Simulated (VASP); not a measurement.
Write the native input for VASP 6.6.1 that does the following.

```yaml
Task: relaxation of cell and atoms
Functional: r2SCAN
Potentials_or_basis: VASP PAW PBE potentials, release 64 (W_sv)
Cutoff: 520 eV
k_mesh: 18 × 18 × 18
Occupations: gaussian, width 0.1 eV
Spin: no spin polarisation
Further_INCAR_settings: ALGO = Normal; EDIFF = 1e-07; IBRION = 2; EDIFFG = -0.002; NSW = 80; ISIF = 3
```

The structure of W lies in POSCAR:

```
W                                       
1.0
   -1.5862724354      1.5862724354      1.5862724354
    1.5862724354     -1.5862724354      1.5862724354
    1.5862724354      1.5862724354     -1.5862724354
  W             
     1
Direct
     0.0000000000000000    0.0000000000000000    0.0000000000000000
```

One way to write it, as run:

INCAR

```
SYSTEM = W
  PREC = Accurate
  ENCUT = 520
  EDIFF = 1E-7
  ISMEAR = 0
  SIGMA = 0.1
  LREAL = .FALSE.
  LASPH = .TRUE.
  NELM = 100
  ALGO = Normal
  ISIF = 3
  LWAVE = .FALSE.
  LCHARG = .FALSE.
  METAGGA = R2SCAN
  LMIXTAU = .TRUE.
  IBRION = 2
  NSW = 80
  EDIFFG = -0.002
```

KPOINTS

```
Automatic mesh
0
G
  18 18 18
  0 0 0
```

Potentials or basis: VASP PAW PBE potentials, release 64 (W_sv).

The run is started by

```bash
$ cat potpaw_PBE.64/W_sv/POTCAR > POTCAR
$ mpirun -np 1 vasp_std > vasp.out
```

It gave:

```
Pressure after relaxing : 0.0 GPa
Band gap on the k mesh  : zero (bands 7 and 8 overlap by 6.56 eV)
```

Caveat: the relaxation stopped at its first step, so nothing moved; the PAW data sets were made with another functional, which shifts forces and pressure a little; spin-orbit coupling is left out, which moves the levels of the heavy elements.

It took 110 s on 1 thread of Intel(R) Xeon(R) Platinum 8488C (Sapphire Rapids), with other jobs on the host, peak memory 0.16 GiB.
